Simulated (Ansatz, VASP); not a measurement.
ZnSe in VASP and in Ansatz

```
CELL_PARAMETERS angstrom
0.00000 2.78367 2.78367
2.78367 0.00000 2.78367
2.78367 2.78367 0.00000
ATOMIC_POSITIONS crystal
Zn 0.00000 0.00000 0.00000
Se 0.25000 0.25000 0.25000
```

Alike in both runs: functional LDA; k mesh 8 × 8 × 8; occupations gaussian, width 0.02 eV; no spin polarisation.

Ansatz relaxed the structure, and its values are those at the end. VASP's run is a single point on that final structure, the one shown.

```csv
,VASP,Ansatz
version,VASP 6.6.1,Ansatz 0.2.0
potentials or method,"VASP PAW LDA potentials, release 64 (Zn, Se), cutoff 500 eV","scalar-relativistic, plane waves, PAW"
valence electrons in the cell,18,28
```

```csv
,VASP,Ansatz,Ansatz less VASP
gap on the k mesh at the Fermi level (eV),1.29,1.25,-0.044
least direct gap on the mesh (eV),1.29,1.25,-0.044
pressure (GPa),0.4,0.0,-0.37
```

Ansatz warns that its potentials were made for another functional, while VASP's fit it. LDA's correlation is that of Perdew and Zunger in VASP and of Perdew and Wang (1992) in Ansatz. VASP's potentials hold 18 valence electrons a cell and Ansatz's 28, so a difference there can come from the potentials and not from the codes.
